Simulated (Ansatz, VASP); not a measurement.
# CuB5: VASP beside Ansatz

```
CELL_PARAMETERS angstrom
3.29647 0.00000 0.00000
-1.64824 2.85483 0.00000
0.00000 0.00000 6.40965
ATOMIC_POSITIONS crystal
Cu 0.00000 0.00000 0.50000
B 0.50000 0.00000 0.00000
B 0.00000 0.50000 0.00000
B 0.50000 0.50000 0.00000
B 0.00000 0.00000 0.81025
B 0.00000 0.00000 0.18975
```

Alike in both runs: functional PBE; k mesh 6 × 6 × 4; occupations gaussian, width 0.1 eV; no spin polarisation.

Ansatz relaxed the structure, and its values are those at the end. VASP's run is a single point on that final structure, the one shown.

```csv
,VASP,Ansatz
version,VASP 6.6.1,Ansatz 0.2.0
potentials or method,"VASP PAW PBE potentials, release 64 (Cu, B), cutoff 520 eV","scalar-relativistic, plane waves, PAW"
valence electrons in the cell,26,34
```

```csv
,VASP,Ansatz,Ansatz less VASP
gap on the k mesh at the Fermi level (eV),none,none,-
pressure (GPa),0.1,-0.1,-0.15
rms of the force components (eV/Å),0.009,0.003,-0.0054
```

A gap of «none» marks a metal or a gap that the smearing closes. VASP's potentials hold 26 valence electrons a cell and Ansatz's 34, so a difference there can come from the potentials and not from the codes.

The k mesh is coarse, so the values compare programs but aren't converged.
